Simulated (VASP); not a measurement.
A run of VASP 6.6.1:

Contents of INCAR:

```
SYSTEM = MgPbS3
ALGO = Normal ; EDIFF = 1E-7
EDIFFG = -0.01 ; ENCUT = 600
GGA = PS ; IBRION = 2
ISIF = 3 ; ISMEAR = -1
LASPH = .True. ; LCHARG = .False.
LREAL = .False. ; LWAVE = .False.
NELM = 80 ; NSW = 100
PREC = Accurate ; SIGMA = 0.03
```

KPOINTS

```
k-points
0
Gamma
  4 4 4
  0 0 0
```

POSCAR

```
MgPbS3
1.0
    5.1635525000      0.0000000000      0.0000000000
    0.0000000000      5.1635525000      0.0000000000
    0.0000000000      0.0000000000      5.1635525000
Mg Pb S
1 1 3
Direct
    0.0000000000      0.0000000000      0.0000000000
    0.5000000000      0.5000000000      0.5000000000
    0.5000000000      0.5000000000      0.0000000000
    0.5000000000      0.0000000000      0.5000000000
    0.0000000000      0.5000000000      0.5000000000
```

Potentials or basis: VASP PAW PBE potentials, release 64 (Mg, Pb_d, S).

The run is started by

```console
$ cat potpaw_PBE.64/Mg/POTCAR potpaw_PBE.64/Pb_d/POTCAR potpaw_PBE.64/S/POTCAR > POTCAR
$ mpirun -np 1 vasp_std > vasp.out
```

Hardware: 1 thread of Intel(R) Xeon(R) Platinum 8559C (Emerald Rapids), on a shared host.

Question: Estimate the wall time of this run.

Answer: Wall time 79 s on 1 thread of Intel(R) Xeon(R) Platinum 8559C (Emerald Rapids), with other jobs on the host, peak memory 0.28 GiB. Counts: scf iterations 33, k points 10, ion steps 3.
